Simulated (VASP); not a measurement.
W, 1 atom in the cell. The structure is cubic, space group Im-3m (No. 229). Conventional cell: a = 3.183 Å, b = 3.183 Å, c = 3.183 Å, α = 90.00°, β = 90.00°, γ = 90.00°. Within 3.6 Å of W (site symmetry m-3m) lie 14 W at 2.76 to 3.18 Å. 

- Program: VASP 6.6.1
- Task: single point
- Functional: PBE
- Potentials or basis: VASP PAW PBE potentials, release 64 (W_sv)
- Cutoff: 500 eV
- k mesh: 14 × 14 × 14
- Occupations: fermi-dirac, width 0.136057 eV
- Spin: no spin polarisation
- Dipole correction: no
- Further INCAR settings: ALGO = Normal; EDIFF = 1e-06; NBANDS = 13

Potentials or basis: VASP PAW PBE potentials, release 64 (W_sv).

The run is started by

```bash
$ cat potpaw_PBE.64/W_sv/POTCAR > POTCAR
$ mpirun -np 1 vasp_std > vasp.out
```

Hardware: 1 thread of AMD EPYC 9R45 96-Core Processor (Zen 5), on a shared host.

Estimate the wall time of this run.

Run time: 8 s on 1 thread of AMD EPYC 9R45 96-Core Processor (Zen 5) (shared host), peak memory 0.11 GiB. Counts: scf iterations 11, k points 104.
